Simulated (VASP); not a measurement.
# ZrC7 (P-43m) in VASP: further runs

Runs on ZrC7. Level: PBE. Tasks: single point, relaxation of cell and atoms.

All numbers are computed with VASP 6.6.1; they aren't measurements. Logs are shortened: lines on timing, memory, paths and dates and some standing lists are left out, and cuts for length are marked.

## 1. The cell of the first run

Symmetry: P-43m, No. 215, cubic system. The conventional cell has a = 4.034 Å, b = 4.034 Å, c = 4.034 Å, α = 90.00°, β = 90.00°, γ = 90.00°. Zr (site symmetry -43m) has 4 C at 1.99 Å within 2.6 Å. C (site symmetry 3m) has 3 C at 1.68 Å and 1 Zr at 1.99 Å within 2.2 Å. Within 2.2 Å of C (site symmetry -42m) lie 4 C at 1.68 Å.

## 2. Single point, PBE

INCAR

```
PREC = Accurate
ENCUT = 520
EDIFF = 1E-7
ISMEAR = 0
SIGMA = 0.01
LREAL = F
LASPH = T
NELM = 100
ALGO = Normal
ISIF = 2
LWAVE = F
LCHARG = F
GGA = PE
NBANDS = 30
```

KPOINTS

```
regular mesh
0
Gamma
  10 10 10
```

POSCAR

```
ZrC7
1.0
    4.0343380421      0.0000000000      0.0000000000
    0.0000000000      4.0343380421      0.0000000000
    0.0000000000      0.0000000000      4.0343380421
Zr C
1 7
Direct
    0.0000000000      0.0000000000      0.0000000000
    0.2853689872      0.2853689872      0.2853689872
    0.0000000000      0.5000000000      0.5000000000
    0.5000000000      0.5000000000      0.0000000000
    0.5000000000      0.0000000000      0.5000000000
    0.7146310128      0.2853689872      0.7146310128
    0.7146310128      0.7146310128      0.2853689872
    0.2853689872      0.7146310128      0.7146310128
```

Potentials or basis: VASP PAW PBE potentials, release 64 (Zr_sv, C).

Run with:

```bash
$ cat potpaw_PBE.64/Zr_sv/POTCAR potpaw_PBE.64/C/POTCAR > POTCAR
$ mpirun -np 1 vasp_std > vasp.out
```

OUTCAR:

```text
PREC = Accurate
   ENCUT = 520
   EDIFF = 1E-7
   ISMEAR = 0
   LREAL = F
   LASPH = T
   NELM = 100
   ISIF = 2
   GGA = PE

 ion  position               nearest neighbor table
   1  0.000  0.000  0.000-   2 1.99   6 1.99   7 1.99   8 1.99   3 2.85   4 2.85   5 2.85   3 2.85
                             5 2.85   3 2.85   4 2.85   3 2.85   4 2.85   5 2.85   5 2.85   4 2.85
   2  0.285  0.285  0.285-   3 1.68   5 1.68   4 1.68   1 1.99
   3  0.000  0.500  0.500-   2 1.68   6 1.68   7 1.68   8 1.68   1 2.85   1 2.85   1 2.85   1 2.85

   4  0.500  0.500  0.000-   2 1.68   6 1.68   7 1.68   8 1.68   1 2.85   1 2.85   1 2.85   1 2.85

   5  0.500  0.000  0.500-   2 1.68   6 1.68   7 1.68   8 1.68   1 2.85   1 2.85   1 2.85   1 2.85

   6  0.715  0.285  0.715-   3 1.68   5 1.68   4 1.68   1 1.99
   7  0.715  0.715  0.285-   3 1.68   5 1.68   4 1.68   1 1.99
   8  0.285  0.715  0.715-   3 1.68   5 1.68   4 1.68   1 1.99

  LATTYP: Found a simple cubic cell.
 ALAT       =     4.0343380421

  Lattice vectors:

 A1 = (   4.0343380421,   0.0000000000,   0.0000000000)
 A2 = (   0.0000000000,   4.0343380421,   0.0000000000)
 A3 = (   0.0000000000,   0.0000000000,   4.0343380421)

Analysis of symmetry for initial positions (statically):
=====================================================================
 Subroutine PRICEL returns:
 Original cell was already a primitive cell.

 Routine SETGRP: Setting up the symmetry group for a
 simple cubic supercell.

 Subroutine GETGRP returns: Found 24 space group operations
 (whereof 24 operations were pure point group operations)
 out of a pool of 48 trial point group operations.

The static configuration has the point symmetry T_d .

Analysis of symmetry for dynamics (positions and initial velocities):
=====================================================================
 Subroutine PRICEL returns:
 Original cell was already a primitive cell.

 Routine SETGRP: Setting up the symmetry group for a
 simple cubic supercell.

 Subroutine GETGRP returns: Found 24 space group operations
 (whereof 24 operations were pure point group operations)
 out of a pool of 48 trial point group operations.

The dynamic configuration has the point symmetry T_d .

 Subroutine INISYM returns: Found 24 space group operations
 (whereof 24 operations are pure point group operations),
 and found     1 'primitive' translations

----------------------------------------------------------------------------------------

                                     Primitive cell

  volume of cell :      65.6624

  direct lattice vectors                    reciprocal lattice vectors
     4.034338042  0.000000000  0.000000000     0.247872139  0.000000000  0.000000000
     0.000000000  4.034338042  0.000000000     0.000000000  0.247872139  0.000000000
     0.000000000  0.000000000  4.034338042     0.000000000  0.000000000  0.247872139

  length of vectors
     4.034338042  4.034338042  4.034338042     0.247872139  0.247872139  0.247872139

  position of ions in fractional coordinates (direct lattice)
     0.000000000  0.000000000  0.000000000
     0.285368987  0.285368987  0.285368987
     0.000000000  0.500000000  0.500000000
     0.500000000  0.500000000  0.000000000
     0.500000000  0.000000000  0.500000000
     0.714631013  0.285368987  0.714631013
     0.714631013  0.714631013  0.285368987
     0.285368987  0.714631013  0.714631013

  ion indices of the primitive-cell ions
   primitive index   ion index
                 1           1
                 2           2
                 3           3
                 4           4
                 5           5
                 6           6
                 7           7
                 8           8

----------------------------------------------------------------------------------------

 KPOINTS: regular mesh

Automatic generation of k-mesh.
 Grid dimensions read from file:
 generate k-points for:   10   10   10

 Generating k-lattice:

  Cartesian coordinates                     Fractional coordinates (reciprocal lattice)
     0.024787214  0.000000000  0.000000000     0.100000000  0.000000000  0.000000000
     0.000000000  0.024787214  0.000000000     0.000000000  0.100000000  0.000000000
     0.000000000  0.000000000  0.024787214     0.000000000  0.000000000  0.100000000

  Length of vectors
     0.024787214  0.024787214  0.024787214

  Shift w.r.t. Gamma in fractional coordinates (k-lattice)
     0.000000000  0.000000000  0.000000000

 Subroutine IBZKPT returns following result:
 ===========================================

 Found     56 irreducible k-points:

 Following reciprocal coordinates:
            Coordinates               Weight
  0.000000  0.000000  0.000000      1.000000
  0.100000  0.000000  0.000000      6.000000
  0.200000  0.000000  0.000000      6.000000
  0.300000  0.000000  0.000000      6.000000
  0.400000  0.000000  0.000000      6.000000
  0.500000  0.000000  0.000000      3.000000
[... 16 lines left out ...]
  0.200000  0.100000  0.100000     24.000000
  0.300000  0.100000  0.100000     24.000000
 [... further k-points ...]
   k-points           NKPTS =     56   k-points in BZ     NKDIM =     56   number of bands    NBANDS=     30
   number of dos      NEDOS =    301   number of ions     NIONS =      8
   total plane-waves  NPLWV =  27000
   dimension x,y,z NGX =    30 NGY =   30 NGZ =   30
   dimension x,y,z NGXF=    60 NGYF=   60 NGZF=   60
   ions per type =               1   7
   NGX,Y,Z   is equivalent  to a cutoff of  12.36, 12.36, 12.36 a.u.
   NGXF,Y,Z  is equivalent  to a cutoff of  24.72, 24.72, 24.72 a.u.
 SYSTEM =  unknown system
   PREC   = accura    normal or accurate (medium, high low for compatibility)
   ISTART =      0    job   : 0-new  1-cont  2-samecut
   ICHARG =      2    charge: 1-file 2-atom 10-const
   ISPIN  =      1    spin polarized calculation?
   LNONCOLLINEAR =      F non collinear calculations
   LSORBIT =      F    spin-orbit coupling
   LASPH  =      T    aspherical Exc in radial PAW
   ENCUT  =  520.0 eV  38.22 Ry    6.18 a.u.   7.50  7.50  7.50*2*pi/ulx,y,z
   NELM   =    100;   NELMIN=  2; NELMDL= -5     # of ELM steps
   EDIFF  = 0.1E-06   stopping-criterion for ELM
   LREAL  =      F    real-space projection
   EDIFFG = 0.1E-05   stopping-criterion for IOM
   NSW    =      0    number of steps for IOM
   IBRION =     -1    ionic relax: 0-MD 1-quasi-New 2-CG
   NFREE  =      0    steps in history (QN), initial steepest desc. (CG)
   ISIF   =      2    stress and relaxation
   ISYM   =      2    0-nonsym 1-usesym 2-fastsym
   POTIM  = 0.5000    time-step for ionic-motion
   TEBEG  =    0.0;   TEEND  =   0.0 temperature during run
   PSTRESS=    0.0 pullay stress
   NELECT =      40.0000    total number of electrons
   NUPDOWN=      -1.0000    fix difference up-down
   EMIN   =  10.00;   EMAX   =-10.00  energy-range for DOS
   EFERMI =   0.00;   METHOD = LEGACY
   ISMEAR =     0;   SIGMA  =   0.01  broadening in eV -4-tet -1-fermi 0-gaus
   EFERMI_NEDOS =   21; number of points for ismear=-14 and -15
   IALGO  =     38    algorithm
   IMIX   =      4    mixing-type and parameters
     AMIX     =   0.40;   BMIX     =  1.00
     AMIX_MAG =   1.60;   BMIX_MAG =  1.00
  volume/ion in A,a.u.               =       8.21        55.39
  Fermi-wavevector in a.u.,A,eV,Ry     =   1.387786  2.622536 26.204145  1.925950
  Thomas-Fermi vector in A             =   2.511974
   LORBIT       =      0    0 simple, 1 ext, 2 COOP (PROOUT), +10 PAW based schemes
   GGA     = PE    functional components
   LHFCALC =     F    Hartree Fock is set to
   AEXX    =    0.0000 exact exchange contribution
   IVDW    =     0    specifies the selected vdW correction
   LEPSILON=     F    determine dielectric tensor
   LRPA    =     F    only Hartree local field effects (RPA)
 non-spin polarized calculation
 Gauss-broadening in eV      SIGMA  =   0.01
  energy-cutoff  :      520.00
  volume of cell :       65.66
 maximum number of plane-waves:      1800
   NGX = 15   NGY = 15   NGZ = 15

 number of electron      40.0000005 magnetization

 Free energy of the ion-electron system (eV)
  ---------------------------------------------------
  ext. energy  EPLUGINS =         0.00000000
  ---------------------------------------------------
  free energy    TOTEN  =       -61.56237251 eV

  energy without entropy =      -61.56237251  energy(sigma->0) =      -61.56237251

 E-fermi :   9.3174     XC(G=0): -12.2460

 val. band max:        9.2269152308   @ k =   0.5000   0.0000   0.0000
 cond. band min:       9.4311892780   @ k =   0.0000   0.0000   0.0000
 fundamental gap:      0.2042740472
 Fermi energy:         9.3173771807

 k-point     1 :       0.0000    0.0000    0.0000
  band No.  band energies     occupation
      1     -37.9717      2.00000
      2     -16.5175      2.00000
      3     -16.5175      2.00000
      4     -16.5175      2.00000
      5      -9.4489      2.00000
      6      -3.8140      2.00000
[... 22 lines left out ...]
     29      17.4174      0.00000
     30      18.6902      0.00000

 k-point     2 :       0.1000    0.0000    0.0000
  band No.  band energies     occupation
      1     -37.9714      2.00000
      2     -16.5330      2.00000
      3     -16.5158      2.00000
      4     -16.5158      2.00000
      5      -9.3687      2.00000
      6      -4.2449      2.00000
[... 22 lines left out ...]
     29      17.2463      0.00000
     30      18.4730      0.00000

 k-point     3 :       0.2000    0.0000    0.0000
  band No.  band energies     occupation
      1     -37.9704      2.00000
      2     -16.5731      2.00000
      3     -16.5111      2.00000
      4     -16.5111      2.00000
      5      -9.1359      2.00000
      6      -5.0131      2.00000
[... 682 lines left out ...]
     29      16.7949      0.00000
     30      17.7724      0.00000

 k-point    24 :       0.3000    0.1000    0.1000
  band No.  band energies     occupation
      1     -37.9685      2.00000
      2     -16.6155      2.00000
      3     -16.5191      2.00000
      4     -16.5154      2.00000
      5      -8.6454      2.00000
      6      -5.7315      2.00000
[... 22 lines left out ...]
     29      16.2676      0.00000
     30      17.2728      0.00000

 [... further k-points ...]

------------------------ aborting loop because EDIFF is reached ----------------------------------------

  FORCE on cell =-STRESS in cart. coord.  units (eV):
  Direction    XX          YY          ZZ          XY          YZ          ZX
  --------------------------------------------------------------------------------------
  -------------------------------------------------------------------------------------
  Total        0.1043907      0.1043907      0.1043907      0.0000000      0.0000000      0.0000000
  in kB        2.5471567      2.5471567      2.5471567      0.0000000      0.0000000      0.0000000
  external PRESSURE =       2.5471567 kB  Pullay stress =       0.0000000 kB

 VOLUME and BASIS-vectors are now :
 -----------------------------------------------------------------------------
  energy-cutoff  :      520.00
  volume of cell :       65.66
      direct lattice vectors                 reciprocal lattice vectors
     4.034338042  0.000000000  0.000000000     0.247872139  0.000000000  0.000000000
     0.000000000  4.034338042  0.000000000     0.000000000  0.247872139  0.000000000
     0.000000000  0.000000000  4.034338042     0.000000000  0.000000000  0.247872139

 POSITION                                       TOTAL-FORCE (eV/Angst)
 -----------------------------------------------------------------------------------
      0.00000      0.00000      0.00000        -0.000000     -0.000000      0.000000
      1.15127      1.15127      1.15127         0.008880      0.008880      0.008880
      0.00000      2.01717      2.01717        -0.000000     -0.000000      0.000000
      2.01717      2.01717      0.00000         0.000000     -0.000000      0.000000
      2.01717      0.00000      2.01717         0.000000     -0.000000      0.000000
      2.88306      1.15127      2.88306        -0.008880      0.008880     -0.008880
      2.88306      2.88306      1.15127        -0.008880     -0.008880      0.008880
      1.15127      2.88306      2.88306         0.008880     -0.008880     -0.008880
 -----------------------------------------------------------------------------------
    total drift:                               -0.000000     -0.000000     -0.000000

  FREE ENERGIE OF THE ION-ELECTRON SYSTEM (eV)
  ---------------------------------------------------
  free  energy   TOTEN  =       -61.5623725096 eV

  energy  without entropy=      -61.5623725096  energy(sigma->0) =      -61.56237251
```

Wall time 46 s (1 thread of Intel Xeon 6975P-C (Granite Rapids), shared host); peak memory 0.22 GiB.

Results:

```yaml
Free_energy: -61.5624 eV
Pressure: 0.3 GPa
Largest_force: 0.015 eV/Å
Band_gap_on_the_k_mesh: 0.20 eV, indirect (least direct gap 1.44 eV)
```

Forces in eV/Å, atoms in the order of the input:
```
Zr   0.000  0.000  0.000
C    0.009  0.009  0.009
C    0.000  0.000  0.000
C    0.000  0.000  0.000
C    0.000  0.000  0.000
C   -0.009  0.009 -0.009
C   -0.009 -0.009  0.009
C    0.009 -0.009 -0.009
```

## 3. Relaxation of cell and atoms, PBE

INCAR

```
PREC = Accurate ; ENCUT = 600
EDIFF = 1E-6 ; ISMEAR = 0
SIGMA = 0.01 ; LREAL = F
LASPH = T ; NELM = 100
ALGO = Normal ; ISIF = 3
LWAVE = F ; LCHARG = F
GGA = PE ; IBRION = 2
NSW = 100 ; EDIFFG = -0.01
```

KPOINTS is that of step 2.

POSCAR is that of step 2.

Potentials or basis: VASP PAW PBE potentials, release 64 (Zr_sv, C).

Run with:

```bash
$ cat potpaw_PBE.64/Zr_sv/POTCAR potpaw_PBE.64/C/POTCAR > POTCAR
$ mpirun -np 1 vasp_std > vasp.out
```

OUTCAR:

```text
PREC = Accurate
   ENCUT = 600
   EDIFF = 1E-6
   ISMEAR = 0
   LREAL = F
   LASPH = T
   NELM = 100
   ISIF = 3
   GGA = PE
   IBRION = 2
   NSW = 100
   EDIFFG = -0.01

 ion  position               nearest neighbor table
   1  0.000  0.000  0.000-   2 1.99   6 1.99   7 1.99   8 1.99   3 2.85   4 2.85   5 2.85   3 2.85
                             5 2.85   3 2.85   4 2.85   3 2.85   4 2.85   5 2.85   5 2.85   4 2.85
   2  0.285  0.285  0.285-   3 1.68   5 1.68   4 1.68   1 1.99
   3  0.000  0.500  0.500-   2 1.68   6 1.68   7 1.68   8 1.68   1 2.85   1 2.85   1 2.85   1 2.85

   4  0.500  0.500  0.000-   2 1.68   6 1.68   7 1.68   8 1.68   1 2.85   1 2.85   1 2.85   1 2.85

   5  0.500  0.000  0.500-   2 1.68   6 1.68   7 1.68   8 1.68   1 2.85   1 2.85   1 2.85   1 2.85

   6  0.715  0.285  0.715-   3 1.68   5 1.68   4 1.68   1 1.99
   7  0.715  0.715  0.285-   3 1.68   5 1.68   4 1.68   1 1.99
   8  0.285  0.715  0.715-   3 1.68   5 1.68   4 1.68   1 1.99

  LATTYP: Found a simple cubic cell.
 ALAT       =     4.0343380421

  Lattice vectors:

 A1 = (   4.0343380421,   0.0000000000,   0.0000000000)
[... 193 lines left out ...]

  FORCE on cell =-STRESS in cart. coord.  units (eV):
  Direction    XX          YY          ZZ          XY          YZ          ZX
  --------------------------------------------------------------------------------------
  -------------------------------------------------------------------------------------
  Total        0.0092629      0.0092629      0.0092629      0.0000000     -0.0000000      0.0000000
  in kB        0.2260174      0.2260174      0.2260174      0.0000000     -0.0000000      0.0000000
  external PRESSURE =       0.2260174 kB  Pullay stress =       0.0000000 kB
[... 71 lines left out ...]
--------------------------------------- Ionic step        3  -------------------------------------------

 number of electron      40.0000003 magnetization

 Free energy of the ion-electron system (eV)
  ---------------------------------------------------
  ext. energy  EPLUGINS =         0.00000000
  ---------------------------------------------------
  free energy    TOTEN  =       -61.56830300 eV

  energy without entropy =      -61.56830300  energy(sigma->0) =      -61.56830300

 E-fermi :   9.2947     XC(G=0): -12.2457

 val. band max:        9.2268844677   @ k =   0.5000   0.0000   0.0000
 cond. band min:       9.4313822390   @ k =   0.0000   0.0000   0.0000
 fundamental gap:      0.2044977713
 Fermi energy:         9.2947148844

 k-point     1 :       0.0000    0.0000    0.0000
  band No.  band energies     occupation
      1     -37.9738      2.00000
      2     -16.5191      2.00000
      3     -16.5191      2.00000
      4     -16.5191      2.00000
      5      -9.4507      2.00000
      6      -3.8160      2.00000
[... 661 lines left out ...]
     24      12.3224      0.00000
     25      13.0372      0.00000

 [... further k-points ...]

------------------------ aborting loop because EDIFF is reached ----------------------------------------

  FORCE on cell =-STRESS in cart. coord.  units (eV):
  Direction    XX          YY          ZZ          XY          YZ          ZX
  --------------------------------------------------------------------------------------
  -------------------------------------------------------------------------------------
  Total       -0.0094470     -0.0094470     -0.0094470      0.0000000     -0.0000000      0.0000000
  in kB       -0.2304957     -0.2304957     -0.2304957      0.0000000     -0.0000000      0.0000000
  external PRESSURE =      -0.2304957 kB  Pullay stress =       0.0000000 kB
[... 23 lines left out ...]
  FREE ENERGIE OF THE ION-ELECTRON SYSTEM (eV)
  ---------------------------------------------------
  free  energy   TOTEN  =       -61.5683029985 eV

  energy  without entropy=      -61.5683029985  energy(sigma->0) =      -61.56830300

 reached required accuracy - stopping structural energy minimisation
```

OSZICAR:

```text
N       E                     dE             d eps       ncg     rms          rms(c)
DAV:   1     0.246584950866E+03    0.24658E+03   -0.23703E+04  2800   0.176E+03
DAV:   2    -0.444442279683E+02   -0.29103E+03   -0.28576E+03  3471   0.361E+02
DAV:   3    -0.644161738660E+02   -0.19972E+02   -0.19594E+02  4309   0.801E+01
[... 17 lines left out ...]
   2 F= -.61568277E+02 E0= -.61568277E+02  d E =0.181536E-04
       N       E                     dE             d eps       ncg     rms          rms(c)
DAV:   1    -0.615683027128E+02   -0.25302E-04   -0.24802E-03  2824   0.322E-01    0.492E-02
DAV:   2    -0.615683029677E+02   -0.25493E-06   -0.25455E-05  3869   0.313E-02    0.295E-02
DAV:   3    -0.615683029985E+02   -0.30834E-07   -0.88881E-06  3716   0.167E-02
   3 F= -.61568303E+02 E0= -.61568303E+02  d E =-.806932E-05
```

Run time: 55 s. Hardware: 1 thread of Intel Xeon 6975P-C (Granite Rapids), shared host; peak memory 0.24 GiB.

What came out:

```yaml
Free_energy: -61.5683 eV
Energy_gained_by_relaxing: 0.0 meV/atom
Ionic_steps: 3
Pressure_after_relaxing: 0.0 GPa
Band_gap_on_the_k_mesh: 0.20 eV, indirect (least direct gap 1.44 eV)
```

Forces on the atoms (eV/Å):
```
Zr   0.000  0.000  0.000
C    0.001  0.001  0.001
C    0.000  0.000  0.000
C    0.000  0.000  0.000
C    0.000  0.000  0.000
C   -0.001  0.001 -0.001
C   -0.001 -0.001  0.001
C    0.001 -0.001 -0.001
```

Final structure:
```
Zr C
1.0
     4.03442    0.00000    0.00000
     0.00000    4.03442    0.00000
     0.00000    0.00000    4.03442
Zr C
1 7
Direct
  0.00000 0.00000 0.00000
  0.28541 0.28541 0.28541
  0.00000 0.50000 0.50000
  0.50000 0.50000 0.00000
  0.50000 0.00000 0.50000
  0.71459 0.28541 0.71459
  0.71459 0.71459 0.28541
  0.28541 0.71459 0.71459
```

(Continued in part 2 of 2.)
